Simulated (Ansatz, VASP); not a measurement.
# One calculation of KI, two programs

Contents of POSCAR:

```
KI
1.0
    0.0000000000      3.5442842980      3.7399287912
    3.5442842980      0.0000000000      3.7399287912
    3.5442842980      3.5442842980      0.0000000000
K I
1 1
Direct
    0.0000000000      0.0000000000      0.0000000000
    0.5000000000      0.5000000000      0.5000000000
```

The input INCAR.step1:

```
SYSTEM = KI
  ALGO = Normal
  EDIFF = 1E-5
  ENCUT = 520
  GGA = PE
  ISIF = 2
  ISMEAR = 0
  LASPH = .True.
  LCHARG = .False.
  LREAL = .False.
  LWAVE = .True.
  NBANDS = 15
  NELM = 80
  PREC = Accurate
  SIGMA = 0.01
```

The input INCAR.step2:

```
SYSTEM = KI
  ALGO = Normal
  EDIFF = 1E-7
  ENCUT = 520
  GGA = PE
  HFSCREEN = 0.2079
  ISIF = 2
  ISMEAR = 0
  ISTART = 1
  LASPH = .True.
  LCHARG = .False.
  LHFCALC = .True.
  LREAL = .False.
  LWAVE = .False.
  NBANDS = 15
  NELM = 80
  PREC = Accurate
  PRECFOCK = Normal
  SIGMA = 0.01
```

KPOINTS

```
k-points
0
Gamma
  4 4 4
  0 0 0
```

Input for Ansatz:

```yaml
crystal:
  lattice:
    - [0.0, 3.544284298, 3.7399287912]
    - [3.544284298, 0.0, 3.7399287912]
    - [3.544284298, 3.544284298, 0.0]
  atoms:
    - { symbol: K, position: [0.0, 0.0, 0.0] }
    - { symbol: I, position: [0.5, 0.5, 0.5] }
kpoints:
  mp_grid: { grid: [4, 4, 4] }
  band_path:
    path:
      - [0.0, 0.0, 0.0]
      - [0.5, 0.0, 0.5]
      - [0.625, 0.25, 0.625]
      - [0.375, 0.375, 0.75]
      - [0.5, 0.5, 0.5]
      - [0.5, 0.25, 0.75]
    npoints: 1
hamiltonian:
  xc: hse06
scf:
  occupations: { method: fixed }
  n_extra_bands: 4
output:
  forces: true
  stress: true
  eigenvalues: true
```

Change from the starting cell: uniaxial_z strain +5.5%.

Alike in both runs: task single point; functional HSE06; k mesh 4 × 4 × 4; no spin polarisation.

|  | VASP | Ansatz |
| --- | --- | --- |
| version | VASP 6.6.1 | Ansatz 0.2.0 |
| potentials or method | VASP PAW PBE potentials, release 64 (K_sv, I) | plane waves, PAW |
| plane-wave cutoff (eV) | 520 | 420 |
| occupations | gaussian, width 0.01 eV | fixed |
| valence electrons in the cell | 16 | 26 |

VASP gave:

| Quantity | Value |
| --- | --- |
| gap on the k mesh at the Fermi level (eV) | 4.80 |
| pressure (GPa) | -0.2 |
| traceless stress, the component that is largest in VASP (GPa) | -0.59 |

Estimate Ansatz's values.

gap on the k mesh at the Fermi level (eV): 4.81; pressure (GPa): -0.2; traceless stress, the component that is largest in VASP (GPa): -0.59.

VASP's potentials hold 16 valence electrons a cell and Ansatz's 26, so a difference there can come from the potentials and not from the codes. Ansatz's warnings: stress exchange threshold loose, stress scf threshold loose.

Neither program's run includes spin-orbit coupling.
